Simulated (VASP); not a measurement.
Input of a VASP 6.6.1 run:

INCAR

```
SYSTEM = Sb2Se3
ALGO = Normal
EDIFF = 1E-6
ENCUT = 500
GGA = PE
GGA_COMPAT = .FALSE.
ISIF = 2
ISMEAR = 0
LASPH = .TRUE.
LCHARG = .FALSE.
LREAL = .FALSE.
LWAVE = .FALSE.
NBANDS = 39
NELM = 120
PREC = Accurate
SIGMA = 0.15
```

KPOINTS

```
k-points
0
G
  3 3 1
  0 0 0
```

POSCAR

```
Sb2Se3
1.0
    4.0012179000      0.0000000000      0.0000000000
   -2.0006089500      3.4651563475      0.0000000000
    0.0000000000      0.0000000000     20.0922300474
Sb Se
4 6
Direct
    0.3333333333      0.6666666667      0.3508095769
    0.6666666667      0.3333333333      0.8508095769
    0.6666666667      0.3333333333      0.6491904231
    0.3333333333      0.6666666667      0.1491904231
    0.6666666667      0.3333333333      0.2500000000
    0.3333333333      0.6666666667      0.7500000000
    0.3333333333      0.6666666667      0.5679326135
    0.6666666667      0.3333333333      0.0679326135
    0.3333333333      0.6666666667      0.9320673865
    0.6666666667      0.3333333333      0.4320673865
```

Potentials or basis: VASP PAW PBE potentials, release 64 (Sb, Se).

Run with:

```console
$ cat potpaw_PBE.64/Sb/POTCAR potpaw_PBE.64/Se/POTCAR > POTCAR
$ mpirun -np 1 vasp_std > vasp.out
```

(1) Predict the pressure.

(2) What does it give for the largest force?

(3) Predict the band gap on the k mesh.

## Answers

(1) -0.1 GPa.

(2) 0.041 eV/Å.

(3) zero (bands 28 and 29 overlap by 0.32 eV).

Caveat: the k points lie up to 0.60 Å⁻¹ apart; semilocal functionals underestimate gaps, and a narrow one can read as zero; spin-orbit coupling is left out, which moves the levels of the heavy elements.
